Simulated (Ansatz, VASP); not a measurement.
Two plane-wave programs on MgI2

```
CELL_PARAMETERS angstrom
4.14000 0.00000 0.00000
-2.07000 3.58535 0.00000
0.00000 0.00000 6.88000
ATOMIC_POSITIONS crystal
Mg 0.00000 0.00000 0.00000
I 0.33333 0.66667 0.25000
I 0.66667 0.33333 0.75000
```

Alike in both runs: task relaxation of the atoms; functional PBE; dispersion D3(BJ); k mesh 6 × 6 × 4; occupations gaussian, width 0.02 eV; no spin polarisation.

|  | VASP | Ansatz |
| --- | --- | --- |
| version | VASP 6.6.1 | Ansatz 0.2.0 |
| potentials or method | VASP PAW PBE potentials, release 64 (Mg, I), cutoff 520 eV | scalar-relativistic, plane waves, PAW |
| valence electrons in the cell | 16 | 44 |

|  | VASP | Ansatz | Ansatz less VASP |
| --- | --- | --- | --- |
| gap on the k mesh at the Fermi level, each at its own relaxed structure (eV) | 3.54 | 3.55 | +0.019 |

VASP's potentials hold 16 valence electrons a cell and Ansatz's 44, so a difference there can come from the potentials and not from the codes. Ansatz's warnings: stress scf threshold loose.

Spin-orbit coupling is off throughout.
